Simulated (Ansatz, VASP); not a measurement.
One calculation of Ga, two programs

```
Ga
1.0
     1.37750   -3.86175    0.00000
     1.37750    3.86175    0.00000
     0.00000    0.00000    3.09075
Ga
2
Direct
  0.86700 0.13300 0.25000
  0.13300 0.86700 0.75000
```

Change from the starting cell: strain -0.050 along x and y, -0.025 along z, atoms carried along.

Alike in both runs: task single point; functional PBEsol; k mesh 18 × 18 × 16; occupations gaussian, width 0.15 eV; no spin polarisation.

```csv
,VASP,Ansatz
version,VASP 6.6.1,Ansatz 0.2.0
potentials or method,"VASP PAW PBE potentials, release 64 (Ga_d), cutoff 520 eV","scalar-relativistic, plane waves, PAW"
valence electrons in the cell,26,26
```

```tsv
	VASP	Ansatz	Ansatz less VASP
gap on the k mesh at the Fermi level (eV)	none	none	-
pressure (GPa)	6.7	6.7	-0.07
traceless stress, the component that is largest in VASP (GPa)	-2.78	-2.79	-0.013
rms of the force components (eV/Å)	0.140	0.141	+0.0005
```

VASP's potentials were made for PBE, not for PBEsol. Atom by atom the forces differ by 0.000 eV/Å (rms over components). A gap of «none» marks a metal or a gap that the smearing closes. The functional is the same, so the differences come from potentials, cutoffs and numerics.
